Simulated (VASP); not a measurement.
Set up this calculation in VASP 6.6.1, as the native input.

| Property | Result |
| --- | --- |
| Task | single point |
| Functional | PBE |
| Potentials or basis | VASP PAW PBE potentials, release 64 (Be, Os, C) |
| Cutoff | 520 eV |
| k mesh | 4 × 4 × 6 |
| Occupations | gaussian, width 0.1 eV |
| Spin | collinear spin, ferromagnetic start |
| Starting moments | [0.0, 0.0, 0.0, 1.0, 0.0, 0.0] μB |
| Dipole correction | no |
| Further INCAR settings | ALGO = Normal; EDIFF = 1e-06; NBANDS = 24 |

The structure of Be3OsC2 lies in POSCAR:

```
Be3OsC2
1.0
    2.1677748303     -3.7853776499      0.0000000000
    2.1677748303      3.7853776499      0.0000000000
    0.0000000000      0.0000000000      2.9661825368
Be Os C
3 1 2
Direct
    0.1960627724      0.8039372276      0.0000000000
    0.8039372276      0.1960627724      0.0000000000
    0.0000000000      0.0000000000      0.5000000000
    0.5000000000      0.5000000000      0.0000000000
    0.0000000000      0.5000000000      0.5000000000
    0.5000000000      0.0000000000      0.5000000000
```

The input as run:

INCAR

```
PREC     = Accurate       # precision mode
ENCUT    = 520            # plane-wave cutoff, eV
EDIFF    = 1E-6           # SCF threshold, eV
ISMEAR   = 0              # smearing method
SIGMA    = 0.1            # smearing width, eV
LREAL    = F              # projectors in reciprocal space
LASPH    = T              # aspherical terms in the spheres
NELM     = 150            # most SCF steps
ALGO     = Normal         # electronic algorithm
ISIF     = 2              # what is computed and relaxed
LWAVE    = F              # write WAVECAR
LCHARG   = F              # write CHGCAR
ISPIN    = 2              # spin polarisation
MAGMOM   = 0 0 0 1 0 0    # initial moments
LORBIT   = 11             # projections on sites
LMAXMIX  = 4              # l up to which the mixer works
GGA      = PE             # functional
NBANDS   = 24             # bands
```

KPOINTS

```
Automatic mesh
0
Gamma
  4 4 6
```

Potentials or basis: VASP PAW PBE potentials, release 64 (Be, Os, C).

Launch:

```bash
$ cat potpaw_PBE.64/Be/POTCAR potpaw_PBE.64/Os/POTCAR potpaw_PBE.64/C/POTCAR > POTCAR
$ mpirun -np 1 vasp_std > vasp.out
```

It gave:

The pressure is 0.2 GPa. The largest force is 0.011 eV/Å, the band gap on the k mesh is zero (filled and empty bands overlap) and the net moment is 0.00 μB per cell. The valence electrons inside the program's atomic spheres are Be 1.28, 1.02; Os 7.15; C 2.28.

Caveat: the k points lie up to 0.42 Å⁻¹ apart; spin-orbit coupling is left out, which moves the levels of the heavy elements.

Run time: 59 s on 1 thread of Oxide Virtual Turin-like Processor (shared host), peak memory 0.17 GiB.
